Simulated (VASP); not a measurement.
# Os (P6_3/mmc) in VASP: settings compared, part 2 of 2

VASP 6.6.1. The steps go on from the part before.

## (5) Single point, LDA

This run uses another cell than the first one, of 13.14 Å³/atom.

INCAR

```
SYSTEM = Os
  PREC = Accurate
  ENCUT = 520
  EDIFF = 1E-6
  ISMEAR = -1
  SIGMA = 0.05
  LREAL = .FALSE.
  LASPH = .TRUE.
  NELM = 60
  ALGO = Normal
  ISIF = 2
  LWAVE = .FALSE.
  LCHARG = .FALSE.
  NBANDS = 15
```

KPOINTS

```
regular mesh
0
G
  11 11 6
  0 0 0
```

POSCAR

```
Os
1.0
    2.6782863798      0.0000000000      0.0000000000
   -1.3391431899      2.3194640436      0.0000000000
    0.0000000000      0.0000000000      4.2315181138
Os
2
Direct
    0.6666666667      0.3333333333      0.7500000000
    0.3333333333      0.6666666667      0.2500000000
```

Potentials or basis: VASP PAW LDA potentials, release 64 (Os).

On the command line:

```bash
cat potpaw_LDA.64/Os/POTCAR > POTCAR
mpirun -np 1 vasp_std > vasp.out
```

OUTCAR:

```text
SYSTEM = Os
   PREC = Accurate
   ENCUT = 520
   EDIFF = 1E-6
   ISMEAR = -1
   LREAL = .FALSE.
   LASPH = .TRUE.
   NELM = 60
   ISIF = 2

 ion  position               nearest neighbor table
   1  0.667  0.333  0.750-   2 2.62   2 2.62   2 2.62   2 2.62   2 2.62   2 2.62
   2  0.333  0.667  0.250-   1 2.62   1 2.62   1 2.62   1 2.62   1 2.62   1 2.62

  LATTYP: Found a hexagonal cell.
 ALAT       =     2.6782863798
 C/A-ratio  =     1.5799348963

  Lattice vectors:

 A1 = (   2.6782863798,   0.0000000000,   0.0000000000)
 A2 = (  -1.3391431899,   2.3194640436,   0.0000000000)
 A3 = (   0.0000000000,   0.0000000000,   4.2315181138)

Analysis of symmetry for initial positions (statically):
=====================================================================
 Subroutine PRICEL returns:
 Original cell was already a primitive cell.

 Routine SETGRP: Setting up the symmetry group for a
 hexagonal supercell.

 Subroutine GETGRP returns: Found 24 space group operations
 (whereof 12 operations were pure point group operations)
 out of a pool of 24 trial point group operations.

The static configuration has the point symmetry D_3d.
 The point group associated with its full space group is D_6h.

Analysis of symmetry for dynamics (positions and initial velocities):
=====================================================================
 Subroutine PRICEL returns:
 Original cell was already a primitive cell.

 Routine SETGRP: Setting up the symmetry group for a
 hexagonal supercell.

 Subroutine GETGRP returns: Found 24 space group operations
 (whereof 12 operations were pure point group operations)
 out of a pool of 24 trial point group operations.

The dynamic configuration has the point symmetry D_3d.
 The point group associated with its full space group is D_6h.

 Subroutine INISYM returns: Found 24 space group operations
 (whereof 12 operations are pure point group operations),
 and found     1 'primitive' translations

----------------------------------------------------------------------------------------

                                     Primitive cell

  volume of cell :      26.2870

  direct lattice vectors                    reciprocal lattice vectors
     2.678286380  0.000000000  0.000000000     0.373373067  0.215567041  0.000000000
    -1.339143190  2.319464044  0.000000000     0.000000000  0.431134081  0.000000000
     0.000000000  0.000000000  4.231518114     0.000000000  0.000000000  0.236321805

  length of vectors
     2.678286380  2.678286380  4.231518114     0.431134082  0.431134081  0.236321805

  position of ions in fractional coordinates (direct lattice)
     0.666666667  0.333333333  0.750000000
     0.333333333  0.666666667  0.250000000

  ion indices of the primitive-cell ions
   primitive index   ion index
                 1           1
                 2           2

----------------------------------------------------------------------------------------

 KPOINTS: regular mesh

Automatic generation of k-mesh.
 Grid dimensions read from file:
 generate k-points for:   11   11    6

 Generating k-lattice:
[... 41 lines left out ...]
  0.090909  0.090909  0.166667     12.000000
  0.181818  0.090909  0.166667     24.000000
 [... further k-points ...]
   k-points           NKPTS =     64   k-points in BZ     NKDIM =     64   number of bands    NBANDS=     15
   number of dos      NEDOS =    301   number of ions     NIONS =      2
   total plane-waves  NPLWV =  12800
   dimension x,y,z NGX =    20 NGY =   20 NGZ =   32
   dimension x,y,z NGXF=    40 NGYF=   40 NGZF=   64
   ions per type =               2
   NGX,Y,Z   is equivalent  to a cutoff of  12.41, 12.41, 12.57 a.u.
   NGXF,Y,Z  is equivalent  to a cutoff of  24.83, 24.83, 25.14 a.u.
 SYSTEM =  Os
   PREC   = accura    normal or accurate (medium, high low for compatibility)
   ISTART =      0    job   : 0-new  1-cont  2-samecut
   ICHARG =      2    charge: 1-file 2-atom 10-const
   ISPIN  =      1    spin polarized calculation?
   LNONCOLLINEAR =      F non collinear calculations
   LSORBIT =      F    spin-orbit coupling
   LASPH  =      T    aspherical Exc in radial PAW
   ENCUT  =  520.0 eV  38.22 Ry    6.18 a.u.   4.98  4.98  7.87*2*pi/ulx,y,z
   NELM   =     60;   NELMIN=  2; NELMDL= -5     # of ELM steps
   EDIFF  = 0.1E-05   stopping-criterion for ELM
   LREAL  =      F    real-space projection
   EDIFFG = 0.1E-04   stopping-criterion for IOM
   NSW    =      0    number of steps for IOM
   IBRION =     -1    ionic relax: 0-MD 1-quasi-New 2-CG
   NFREE  =      0    steps in history (QN), initial steepest desc. (CG)
   ISIF   =      2    stress and relaxation
   ISYM   =      2    0-nonsym 1-usesym 2-fastsym
   POTIM  = 0.5000    time-step for ionic-motion
   TEBEG  =    0.0;   TEEND  =   0.0 temperature during run
   PSTRESS=    0.0 pullay stress
   NELECT =      16.0000    total number of electrons
   NUPDOWN=      -1.0000    fix difference up-down
   EMIN   =  10.00;   EMAX   =-10.00  energy-range for DOS
   EFERMI =   0.00;   METHOD = LEGACY
   ISMEAR =    -1;   SIGMA  =   0.05  broadening in eV -4-tet -1-fermi 0-gaus
   EFERMI_NEDOS =   21; number of points for ismear=-14 and -15
   IALGO  =     38    algorithm
   IMIX   =      4    mixing-type and parameters
     AMIX     =   0.40;   BMIX     =  1.00
     AMIX_MAG =   1.60;   BMIX_MAG =  1.00
  volume/ion in A,a.u.               =      13.14        88.70
  Fermi-wavevector in a.u.,A,eV,Ry     =   1.387398  2.621803 26.189507  1.924874
  Thomas-Fermi vector in A             =   2.511623
   LORBIT       =      0    0 simple, 1 ext, 2 COOP (PROOUT), +10 PAW based schemes
   GGA     = CA    functional components
   LHFCALC =     F    Hartree Fock is set to
   AEXX    =    0.0000 exact exchange contribution
   IVDW    =     0    specifies the selected vdW correction
   LEPSILON=     F    determine dielectric tensor
   LRPA    =     F    only Hartree local field effects (RPA)
 non-spin polarized calculation
  energy-cutoff  :      520.00
  volume of cell :       26.29
 maximum number of plane-waves:       722
 NGX is ok and might be reduce to    20
   NGX =  9   NGY =  9   NGZ = 15

 number of electron      16.0000001 magnetization

 Free energy of the ion-electron system (eV)
  ---------------------------------------------------
  ext. energy  EPLUGINS =         0.00000000
  ---------------------------------------------------
  free energy    TOTEN  =       -25.21743079 eV

  energy without entropy =      -25.20528971  energy(sigma->0) =      -25.21136025

 E-fermi :  10.3237     XC(G=0): -14.5330

 val. band max:       10.3018272188   @ k =   0.0909   0.0000   0.3333
 cond. band min:      10.3892952039   @ k =   0.3636   0.0909   0.3333
 fundamental gap:      0.0874679851
 Fermi energy:        10.3237496194

 k-point     1 :       0.0000    0.0000    0.0000
  band No.  band energies     occupation
      1      -1.0527      2.00000
      2       2.0057      2.00000
      3       7.0140      2.00000
      4       7.0140      2.00000
      5       7.2907      2.00000
      6       7.9451      2.00000
      7       7.9451      2.00000
      8       8.6588      2.00000
      9       8.6588      2.00000
     10      10.5514      0.02086
     11      12.2208      0.00000
     12      12.2208      0.00000
     13      20.2249      0.00000
     14      24.4633      0.00000
[... 401 lines left out ...]
      2       3.7148      2.00000
      3       5.2142      2.00000
      4       5.4340      2.00000
      5       6.7547      2.00000
      6       7.4382      2.00000
      7       8.1068      2.00000
      8       9.0994      2.00000
      9       9.7758      1.99997
     10      10.1910      1.86857
     11      12.7308      0.00000
     12      16.4611      0.00000
     13      21.6369      0.00000
     14      26.3307      0.00000
     15      27.2525      0.00000

 [... further k-points ...]

------------------------ aborting loop because EDIFF is reached ----------------------------------------

  FORCE on cell =-STRESS in cart. coord.  units (eV):
  Direction    XX          YY          ZZ          XY          YZ          ZX
  --------------------------------------------------------------------------------------
  -------------------------------------------------------------------------------------
  Total        3.5616110      3.5616110      3.7946062     -0.0000000      0.0000000     -0.0000000
  in kB      217.0781994    217.0781994    231.2791255     -0.0000000      0.0000000     -0.0000000
  external PRESSURE =     221.8118414 kB  Pullay stress =       0.0000000 kB

 VOLUME and BASIS-vectors are now :
 -----------------------------------------------------------------------------
  energy-cutoff  :      520.00
  volume of cell :       26.29
      direct lattice vectors                 reciprocal lattice vectors
     2.678286380  0.000000000  0.000000000     0.373373067  0.215567041  0.000000000
    -1.339143190  2.319464044  0.000000000     0.000000000  0.431134081  0.000000000
     0.000000000  0.000000000  4.231518114     0.000000000  0.000000000  0.236321805

 POSITION                                       TOTAL-FORCE (eV/Angst)
 -----------------------------------------------------------------------------------
      1.33914      0.77315      3.17364        -0.000000     -0.000000      0.000000
     -0.00000      1.54631      1.05788         0.000000      0.000000      0.000000
 -----------------------------------------------------------------------------------
    total drift:                                0.000000     -0.000000     -0.000000

  FREE ENERGIE OF THE ION-ELECTRON SYSTEM (eV)
  ---------------------------------------------------
  free  energy   TOTEN  =       -25.2174307930 eV

  energy  without entropy=      -25.2052897146  energy(sigma->0) =      -25.21136025
```

stdout:

```text
POSCAR found type information on POSCAR Os
 POSCAR found :  1 types and       2 ions
 scaLAPACK will be used
 LDA part: xc-table for (Slater(with rela. corr.)+CA(PZ))
 , standard interpolation
 POSCAR, INCAR and KPOINTS ok, starting setup
 FFT: planning ... GRIDC
 FFT: planning ... GRID_SOFT
 FFT: planning ... GRID
 WAVECAR not read
 entering main loop
```

Wall time 21 s (1 thread of AMD EPYC 7R43 (Zen 3), shared host); peak memory 0.1 GiB.

Results:

```yaml
Free_energy: -25.2174 eV
Pressure: 22.2 GPa
Band_gap_on_the_k_mesh: zero (bands 8 and 9 overlap by 4.29 eV)
```

Levels at points of the mesh, in eV from the Fermi level:
```csv
k point,band 4,band 5,band 6,band 7,band 8,band 9,band 10,band 11,band 12,band 13
"(0.00, 0.00, 0.00)",-3.31,-3.03,-2.38,-2.38,-1.66,-1.66,0.23,1.90,1.90,9.90
"(0.00, 0.00, 0.50)",-3.80,-3.52,-3.52,-3.52,-3.52,1.05,1.05,1.05,1.05,13.88
```

Caveat: the cell stands under pressure; spin-orbit coupling is left out, which moves the levels of the heavy elements.

## (6) Single point, LDA

This run uses another cell than the first one, of 13.42 Å³/atom.

INCAR

```
SYSTEM = Os
PREC     = Accurate       ! precision mode
ENCUT    = 520            ! plane-wave cutoff, eV
EDIFF    = 1E-6           ! SCF threshold, eV
ISMEAR   = -1             ! smearing method
SIGMA    = 0.05           ! smearing width, eV
LREAL    = .FALSE.        ! projectors in reciprocal space
LASPH    = .TRUE.         ! aspherical terms in the spheres
NELM     = 80             ! most SCF steps
ALGO     = Fast           ! electronic algorithm
ISIF     = 2              ! what is computed and relaxed
LWAVE    = .FALSE.        ! write WAVECAR
LCHARG   = .TRUE.         ! write CHGCAR
LELF     = .TRUE.         ! ELF
LVHAR    = .TRUE.       
NBANDS   = 15             ! bands
```

KPOINTS

```
Automatic mesh
0
G
  11 11 6
  0 0 0
```

POSCAR

```
Os
1.0
    2.6971481730      0.0000000000      0.0000000000
   -1.3485740865      2.3357988356      0.0000000000
    0.0000000000      0.0000000000      4.2613185190
Os
2
Direct
    0.6666666667      0.3333333333      0.7500000000
    0.3333333333      0.6666666667      0.2500000000
```

Potentials or basis: VASP PAW LDA potentials, release 64 (Os).

On the command line:

```bash
cat potpaw_LDA.64/Os/POTCAR > POTCAR
mpirun -np 1 vasp_std > vasp.out
```

It took 26 s on 1 thread of AMD EPYC 7R43 (Zen 3), shared host; peak memory 0.11 GiB.

It converged, with:

- Free energy: -25.2757 eV
- Pressure: 10.9 GPa
- Band gap on the k mesh: zero (bands 8 and 9 overlap by 4.15 eV)

Stress tensor (GPa, compression positive):
```
10.70  0.00  0.00
 0.00 10.70  0.00
 0.00  0.00 11.36
```

Levels at points of the mesh, in eV from the Fermi level:
| k point | band 5 | band 6 | band 7 | band 8 | band 9 | band 10 | band 11 | band 12 |
| --- | --- | --- | --- | --- | --- | --- | --- | --- |
| (0.00, 0.00, 0.00) | -2.94 | -2.31 | -2.31 | -1.61 | -1.61 | 0.21 | 1.84 | 1.84 |
| (0.00, 0.00, 0.50) | -3.41 | -3.41 | -3.41 | -3.41 | 1.01 | 1.01 | 1.01 | 1.01 |

Caveat: the cell stands under pressure; spin-orbit coupling is left out, which moves the levels of the heavy elements.

## (7) Summary

```csv
task,level,potentials or basis,spin,cell,k mesh,cutoff (eV),gap on the mesh (eV),pressure (GPa),relaxed volume (Å³/atom)
relaxation of cell and atoms,revPBE,"VASP PAW PBE potentials, release 64 (Os)",off,"relaxed from a = 2.734, b = 2.734, c = 4.320 Å, angles 90.0, 90.0, 120.0°, 2 atoms",11 × 11 × 6,600,none,0.0,14.38
relaxation of cell and atoms,PBEsol+D3(BJ),"VASP PAW PBE potentials, release 64 (Os)",off,"relaxed from a = 2.734, b = 2.734, c = 4.320 Å, angles 90.0, 90.0, 120.0°, 2 atoms",11 × 11 × 6,600,none,0.0,13.67
single point,LDA,"VASP PAW LDA potentials, release 64 (Os)","non-collinear, zero start, SOC","a = 2.734, b = 2.734, c = 4.320 Å, angles 90.0, 90.0, 120.0°, 2 atoms",8 × 8 × 5,520,-,-8.3,-
single point,LDA,"VASP PAW LDA potentials, release 64 (Os)",off,"a = 2.678, b = 2.678, c = 4.232 Å, angles 90.0, 90.0, 120.0°, 2 atoms",11 × 11 × 6,520,none,22.2,-
single point,LDA,"VASP PAW LDA potentials, release 64 (Os)",off,"a = 2.697, b = 2.697, c = 4.261 Å, angles 90.0, 90.0, 120.0°, 2 atoms",11 × 11 × 6,520,none,10.9,-
```

Alike in all rows: smearing fermi-dirac 0.05 eV.

Caveats: spin-orbit coupling is left out, which moves the levels of the heavy elements (at least some runs); the PAW data sets were made with another functional, which shifts forces and pressure a little (at least some runs); the cell stands under pressure (at least some runs); the cell stands under tension (at least some runs).

Absolute energies hang on the potentials; compare differences alone.

The gap in the log of VASP goes by the Fermi energy; the results here count the filled bands.